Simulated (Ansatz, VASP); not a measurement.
## Two plane-wave programs on Ge

```
Ge
1.0
     1.48805   -2.59469    0.00000
     1.48805    2.59469    0.00000
     0.00000    0.00000    4.72760
Ge
2
Direct
  0.66655 0.33345 0.25000
  0.33345 0.66655 0.75000
```

Alike in both runs: task single point; functional PBEsol; dispersion D4; k mesh 11 × 11 × 6; no spin polarisation.

|  | VASP | Ansatz |
| --- | --- | --- |
| version | VASP 6.6.1 | Ansatz 0.2.0 |
| potentials or method | VASP PAW PBE potentials, release 64 (Ge_d), cutoff 520 eV | plane waves, PAW |
| occupations | methfessel-paxton of order 1, width 0.1 eV | cold, width 0.1 eV |
| valence electrons in the cell | 28 | 28 |

Ansatz gave:

* pressure (GPa): -1.6
* traceless stress, the component that is largest in VASP (GPa): 4.57

Problem. Which values does VASP return?

Solution. Pressure (GPa): -1.6; traceless stress, the component that is largest in VASP (GPa): 4.36.

VASP's potentials were made for PBE, not for PBEsol.
